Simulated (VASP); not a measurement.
Sc: single point with PBE

System: Sc, a slab with vacuum.

```
Sc
1.0
     3.32002    0.00000    0.00000
    -1.66001    2.87522    0.00000
     0.00000    0.00000   21.16630
Sc
3
Direct
  0.00000 0.00000 0.37796
  0.33333 0.66667 0.50000
  0.00000 0.00000 0.62204
```

```yaml
Program: VASP 6.6.1
Task: single point
Functional: PBE
Potentials_or_basis: VASP PAW PBE potentials, release 64 (Sc_sv)
Cutoff: 520 eV
k_mesh: 13 × 13 × 1
Occupations: fermi-dirac, width 0.05 eV
Spin: no spin polarisation
```

| Property | Result |
| --- | --- |
| Largest force | 0.157 eV/Å |
| Band gap on the k mesh | zero (an odd number of electrons rules out a gap without spin polarisation) |

Forces on the atoms (eV/Å):
```
Sc   0.000  0.000  0.157
Sc   0.000  0.000  0.000
Sc   0.000  0.000 -0.157
```

Levels at points of the mesh, in eV from the Fermi level:
```csv
k point,band 15,band 16,band 17,band 18,band 19,band 20
"(0.00, 0.00, 0.00)",-2.25,0.05,0.10,0.74,1.35,1.35
```

Wall time 2.1 min on 1 thread of Intel(R) Xeon(R) Platinum 8488C (Sapphire Rapids), with other jobs on the host, peak memory 0.36 GiB.
